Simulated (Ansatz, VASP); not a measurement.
One calculation of SnO2, two programs

INCAR

```
PREC = Accurate ; ENCUT = 520
EDIFF = 1E-6 ; ISMEAR = 0
SIGMA = 0.05 ; LREAL = F
LASPH = T ; NELM = 60
ALGO = Normal ; ISIF = 2
LWAVE = F ; LCHARG = T
GGA = PE ; IVDW = 12
LELF = T ; LVHAR = T
NBANDS = 49
```

Contents of KPOINTS:

```
regular mesh
0
Gamma
  9 9 2
```

POSCAR

```
SnO2
1.0
   -3.2372529198      0.0000000000      0.0000000000
   -1.6186264599     -2.8035432670      0.0000000000
   -3.3991155658     -1.9624802870     12.8754773976
Sn O
3 6
Direct
    0.3166783333      0.3166783333      0.4999833333
    0.8833450000     -0.1166550000      0.1666500000
   -0.2499883333     -0.2499883333      0.8333166667
    0.4961583204      0.4961583204      0.2435833518
    0.3628249870     -0.6371750130      0.9102500185
   -0.0705083463     -0.0705083463      0.5769166852
    0.1371983463      0.1371983463      0.7563833148
    0.7038650130     -0.2961349870      0.4230499815
    0.2705316796      0.2705316796      0.0897166482
```

Input for Ansatz:

```yaml
crystal:
  lattice:
    - [-3.2372529198, 0.0, 0.0]
    - [-1.6186264599, -2.803543267, 0.0]
    - [-3.3991155658, -1.962480287, 12.8754773976]
  atoms:
    - { symbol: Sn, position: [0.3166783333, 0.3166783333, 0.4999833333] }
    - { symbol: Sn, position: [0.883345, -0.116655, 0.16665] }
    - { symbol: Sn, position: [-0.2499883333, -0.2499883333, 0.8333166667] }
    - { symbol: O, position: [0.4961583204, 0.4961583204, 0.2435833518] }
    - { symbol: O, position: [0.362824987, -0.637175013, 0.9102500185] }
    - { symbol: O, position: [-0.0705083463, -0.0705083463, 0.5769166852] }
    - { symbol: O, position: [0.1371983463, 0.1371983463, 0.7563833148] }
    - { symbol: O, position: [0.703865013, -0.296134987, 0.4230499815] }
    - { symbol: O, position: [0.2705316796, 0.2705316796, 0.0897166482] }
basis:
  ecutwfc: 520.0
kpoints:
  mp_grid: { grid: [9, 9, 2] }
hamiltonian:
  xc: pbe
  pseudopotentials: { kind: paw, azcp: { folder: soft_1 } }
  dispersion: d3bj
scf:
  occupations: { method: gaussian, width: 0.05 }
output:
  forces: true
  stress: true
  eigenvalues: true
```

Alike in both runs: task single point; functional PBE; dispersion D3(BJ); k mesh 9 × 9 × 2; occupations gaussian, width 0.05 eV; no spin polarisation.

```csv
,VASP,Ansatz
version,VASP 6.6.1,Ansatz 0.2.0
potentials or method,"VASP PAW PBE potentials, release 64 (Sn_d, O), cutoff 520 eV","scalar-relativistic, plane waves, PAW"
valence electrons in the cell,78,78
```

VASP gave:

| Property | Result |
| --- | --- |
| gap on the k mesh at the Fermi level (eV) | 1.08 |
| least direct gap on the mesh (eV) | 1.30 |
| pressure (GPa) | 2.2 |
| traceless stress, the component that is largest in VASP (GPa) | 4.00 |
| rms of the force components (eV/Å) | 0.291 |

Problem. Which values does Ansatz return?

Solution. gap on the k mesh at the Fermi level (eV): 1.11; least direct gap on the mesh (eV): 1.32; pressure (GPa): 1.5; traceless stress, the component that is largest in VASP (GPa): 4.44; rms of the force components (eV/Å): 0.304.

Atom by atom the forces differ by 0.027 eV/Å (rms over components).
